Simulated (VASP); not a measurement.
Write the native input for VASP 6.6.1 that does the following.

* Task: single point
* Functional: r2SCAN
* Potentials or basis: VASP PAW PBE potentials, release 64 (Cu)
* Cutoff: 660 eV
* k mesh: 13 × 13 × 13
* Occupations: fermi-dirac, width 0.05 eV
* Spin: no spin polarisation
* Dipole correction: no
* Further INCAR settings: ALGO = Normal; EDIFF = 1e-06; NBANDS = 12

The system is Cu.

```xyz
1
Lattice="0.0000 1.7881 1.7881 1.7881 0.0000 1.7881 1.7881 1.7881 0.0000" Properties=species:S:1:pos:R:3 pbc="T T T"
Cu    0.0000    0.0000    0.0000
```

The input as run:

POSCAR

```
Cu
1.0
    0.0000000000      1.7880819559      1.7880819559
    1.7880819559      0.0000000000      1.7880819559
    1.7880819559      1.7880819559      0.0000000000
Cu
1
Direct
    0.0000000000      0.0000000000      0.0000000000
```

INCAR.step1

```
SYSTEM = Cu
ALGO = Normal
EDIFF = 1E-5
ENCUT = 660
GGA = PE
GGA_COMPAT = .False.
ISMEAR = -1
LASPH = .True.
LCHARG = .False.
LREAL = .False.
LWAVE = .True.
NBANDS = 12
NELM = 120
PREC = Accurate
SIGMA = 0.05
```

INCAR.step2

```
SYSTEM = Cu
ALGO = Normal
EDIFF = 1E-6
ENCUT = 660
GGA_COMPAT = .False.
ISIF = 2
ISMEAR = -1
ISTART = 1
LASPH = .True.
LCHARG = .False.
LMIXTAU = .True.
LREAL = .False.
LWAVE = .False.
METAGGA = R2SCAN
NBANDS = 12
NELM = 120
PREC = Accurate
SIGMA = 0.05
```

KPOINTS

```
k-points
0
Gamma
  13 13 13
  0 0 0
```

Potentials or basis: VASP PAW PBE potentials, release 64 (Cu).

The run is started by

```console
$ cat potpaw_PBE.64/Cu/POTCAR > POTCAR
$ cp INCAR.step1 INCAR
$ mpirun -np 1 vasp_std > vasp.out
$ cp INCAR.step2 INCAR
$ mpirun -np 1 vasp_std > vasp.out
```

It gave:

| Quantity | Value |
| --- | --- |
| Pressure | 0.4 GPa |
| Band gap on the k mesh | zero (an odd number of electrons rules out a gap without spin polarisation) |

Caveat: the PAW data sets were made with another functional, which shifts forces and pressure a little.

Wall time 70 s on 1 thread of Intel Xeon 8259CL, with other jobs on the host, peak memory 0.15 GiB.
